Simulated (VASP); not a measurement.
CoO: single point with PBEsol

CoO:

```
Co O
1.0
    -3.20444   -1.85008    5.13294
     3.20444   -1.85008    5.13294
     0.00000    3.70017    5.13294
Co O
8 8
Direct
  0.94450 0.03727 0.93940
  0.51970 0.52482 0.43921
  0.62231 0.45782 0.95961
  0.05797 0.03326 0.39586
  0.62840 0.04283 0.38650
  0.01118 0.45392 0.00494
  0.11864 0.58291 0.49614
  0.51340 0.05234 0.93795
  0.42872 0.33812 0.28526
  0.84279 0.81748 0.92489
  0.99107 0.88887 0.27049
  0.41003 0.37118 0.79950
  0.00275 0.33961 0.77639
  0.37377 0.83479 0.24373
  0.50019 0.81603 0.65400
  0.89823 0.35312 0.33480
```

```
Program                : VASP 6.6.1
Task                   : single point
Functional             : PBEsol
Potentials or basis    : VASP PAW PBE potentials, release 64 (Co, O)
Cutoff                 : 520 eV
k mesh                 : 3 × 3 × 3
Occupations            : fermi-dirac, width 0.17 eV
Spin                   : no spin polarisation
Dipole correction      : no
Further INCAR settings : ALGO = Normal; EDIFF = 1e-06; NBANDS = 74
```

The pressure is -5.2 GPa and the largest force is 3.433 eV/Å. The band gap on the k mesh is zero (band 60 reaches 5.56 eV, above the bottom of band 61 at 5.49 eV).

Forces on the atoms (eV/Å):
```
Co  -0.362  0.352 -1.256
Co  -1.295  0.671  0.594
Co  -0.082 -0.918 -0.673
Co  -1.462 -0.216  0.436
Co  -1.994  0.410  0.023
Co   0.397 -1.825 -0.668
Co  -0.392  0.105 -0.919
Co  -2.014  1.315 -0.033
O    2.671 -0.388  0.782
O   -0.338 -0.410  0.572
O    1.475  0.815 -2.991
O    1.635 -1.132  0.969
O    1.076  0.293  0.323
O   -0.929 -0.659  1.336
O   -0.778  0.670  0.272
O    2.393  0.918  1.230
```

Stress tensor (GPa, compression positive):
```
-3.95 -2.09 -0.40
-2.09 -8.67 -2.22
-0.40 -2.22 -2.91
```

Levels at points of the mesh, in eV from the Fermi level:
```csv
k point,band 56,band 57,band 58,band 59,band 60,band 61,band 62,band 63,band 64,band 65
"(0.00, 0.00, 0.00)",-0.44,-0.31,-0.23,-0.15,-0.12,0.01,0.08,0.14,0.32,0.42
```

It took 6.1 min on 1 thread of AMD EPYC 9R45 96-Core Processor (Zen 5), with other jobs on the host, peak memory 0.36 GiB.

Caveat: the k points lie up to 0.40 Å⁻¹ apart; the PAW data sets were made with another functional, which shifts forces and pressure a little; the run has no spin polarisation, though such a crystal can be magnetic; semilocal functionals often make such compounds metallic where correlation or magnetic order opens a gap, which also shifts bond lengths. Spin polarisation is off, so any magnetic state and its effect on volume and gap are missing.
